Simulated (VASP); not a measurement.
Input of a VASP 6.6.1 run:

Contents of POSCAR:

```
AgWCl3
1.0
    4.6141306533      0.0000000000      0.0000000000
    0.0000000000      4.6141306533      0.0000000000
    0.0000000000      0.0000000000      6.7960731602
Ag W Cl
1 1 3
Direct
    0.5000000000      0.5000000000      0.5933276884
    0.0000000000      0.0000000000      0.2995370455
    0.5000000000      0.5000000000      0.9381241673
    0.0000000000      0.5000000000      0.3145055495
    0.5000000000      0.0000000000      0.3145055495
```

INCAR.step1

```
PREC = Accurate
ENCUT = 520
ISMEAR = 0
SIGMA = 0.1
LREAL = False
LASPH = True
NELM = 100
NBANDS = 31
GGA = PE
ALGO = Normal
EDIFF = 1E-4
LWAVE = True
LCHARG = False
```

The input INCAR.step2:

```
PREC = Accurate
ENCUT = 520
EDIFF = 1E-6
ISMEAR = 0
SIGMA = 0.1
LREAL = False
LASPH = True
NELM = 100
ALGO = Normal
ISIF = 2
LWAVE = False
LCHARG = False
METAGGA = R2SCAN
LMIXTAU = True
NBANDS = 31
ISTART = 1
```

File KPOINTS:

```
Automatic mesh
0
Gamma
  4 4 4
```

Potentials or basis: VASP PAW PBE potentials, release 64 (Ag, W_sv, Cl).

The run is started by

```sh
$ cat potpaw_PBE.64/Ag/POTCAR potpaw_PBE.64/W_sv/POTCAR potpaw_PBE.64/Cl/POTCAR > POTCAR
$ cp INCAR.step1 INCAR
$ mpirun -np 1 vasp_std > vasp.out
$ cp INCAR.step2 INCAR
$ mpirun -np 1 vasp_std > vasp.out
```

(1) Predict the largest force.

(2) Estimate the band gap on the k mesh.

## Answers

(1) 0.047 eV/Å.

(2) zero (bands 23 and 24 overlap by 1.76 eV).

Caveat: the PAW data sets were made with another functional, which shifts forces and pressure a little; spin-orbit coupling is left out, which moves the levels of the heavy elements.
